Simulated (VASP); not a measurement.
Here is a VASP 6.6.1 calculation.

The input INCAR:

```
ALGO = Normal
EDIFF = 1E-6
ENCUT = 600
GGA_COMPAT = False
ISIF = 2
ISMEAR = -1
LASPH = True
LCHARG = False
LREAL = False
LWAVE = False
NBANDS = 9
NELM = 120
PREC = Accurate
SIGMA = 0.05
```

Contents of KPOINTS:

```
k-points
0
Gamma
  18 18 18
```

File POSCAR:

```
O
1.0
    1.7231187210      0.0000000000      0.0000000000
    0.0000000000      1.7231187210      0.0000000000
    0.0000000000      0.0000000000      1.7231187210
O
1
Direct
    0.0000000000      0.0000000000      0.0000000000
```

Potentials or basis: VASP PAW LDA potentials, release 64 (O).

Run with:

```bash
$ cat potpaw_LDA.64/O/POTCAR > POTCAR
$ mpirun -np 1 vasp_std > vasp.out
```

Question: Estimate the band gap on the k mesh.

Answer: Zero (bands 3 and 4 overlap by 9.67 eV).

Question: What does it give for the pressure?

Answer: 171.8 GPa.

Caveat: the cell stands under pressure.
